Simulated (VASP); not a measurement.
The system is RbBr.

```xyz
2
Lattice="0.0000 3.4608 3.4608 3.4608 0.0000 3.4608 3.4608 3.4608 0.0000" Properties=species:S:1:pos:R:3 pbc="T T T"
Rb    0.0000    0.0000    0.0000
Br    3.4608    3.4608    3.4608
```

Base run:

```yaml
Program: VASP 6.6.1
Functional: HSE06
Potentials_or_basis: VASP PAW PBE potentials, release 64 (Rb_sv, Br)
Cutoff: 520 eV
k_mesh: 4 × 4 × 4
Occupations: methfessel-paxton, width 0.5 eV
Spin: no spin polarisation
```

Its results: band gap on the k mesh 5.43 eV, direct; pressure 0.2 GPa.

**Question.** The run is repeated on the same cell with these changes: functional from HSE06 to PBE-based global hybrid; occupations from methfessel-paxton, width 0.5 eV to gaussian, width 0.01 eV. What comes out?

**Answer.** Band gap on the k mesh 7.33 eV, direct; pressure 0.1 GPa.

Caveats: the PAW data sets were made with another functional, which shifts forces and pressure a little.

